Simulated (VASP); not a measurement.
Crystal: SnO2.

```xyz
3
Lattice="0.0000 2.4510 2.4510 2.4510 0.0000 2.4510 2.4510 2.4510 0.0000" Properties=species:S:1:pos:R:3 pbc="T T T"
Sn    0.0000    0.0000    0.0000
O     1.2255    1.2255    1.2255
O     3.6766    3.6766    3.6766
```

* Program: VASP 6.6.1
* Task: relaxation of cell and atoms
* Functional: PBE
* Potentials or basis: VASP PAW PBE potentials, release 64 (Sn_d, O)
* Cutoff: 600 eV
* k mesh: 8 × 8 × 8
* Occupations: fermi-dirac, width 0.02 eV
* Spin: no spin polarisation

At the start: pressure 39.0 GPa; volume 9.82 Å³/atom.

Where does the relaxation end?

Over 18 steps the energy falls by 163.8 meV/atom and the volume is 11.38 Å³/atom (+15.9 %); space group Fm-3m (No. 225, to 0.05 Å).

Step by step:
```
step  energy change (eV)  largest force (eV/Å)  pressure (GPa)  volume (Å³)
   1              0.0000                0.0000           38.96        29.45
   2              0.0531                0.0000          -21.93        40.84
   3             -0.4909                0.0000           -0.92        34.29
   4             -0.4913                0.0000           -0.18        34.16
   5             -0.4913                0.0000            0.37        34.06
   6             -0.4913                0.0000            0.39        34.06
   7             -0.4913                0.0000            0.36        34.06
   8             -0.4913                0.0000            0.35        34.06
   9             -0.4913                0.0000            0.34        34.06
  10             -0.4913                0.0000            0.35        34.06
  11             -0.4913                0.0000            0.35        34.06
  12             -0.4913                0.0000            0.35        34.06
  13             -0.4913                0.0000            0.35        34.07
  14             -0.4913                0.0000            0.37        34.07
  15             -0.4913                0.0000            0.31        34.07
  16             -0.4913                0.0000            0.23        34.08
  17             -0.4913                0.0000            0.16        34.10
  18             -0.4913                0.0000           -0.05        34.13
```

Final structure:
```yaml
crystal:
  lattice:
    - [0.00000, 2.57458, 2.57458]
    - [2.57458, 0.00000, 2.57458]
    - [2.57458, 2.57458, 0.00000]
  atoms:
    - { symbol: Sn, position: [0.00000, 0.00000, 0.00000] }
    - { symbol: O, position: [0.25000, 0.25000, 0.25000] }
    - { symbol: O, position: [0.75000, 0.75000, 0.75000] }
```

Caveat: the volume moved by over 15 % at a fixed basis, so the end points are rough.
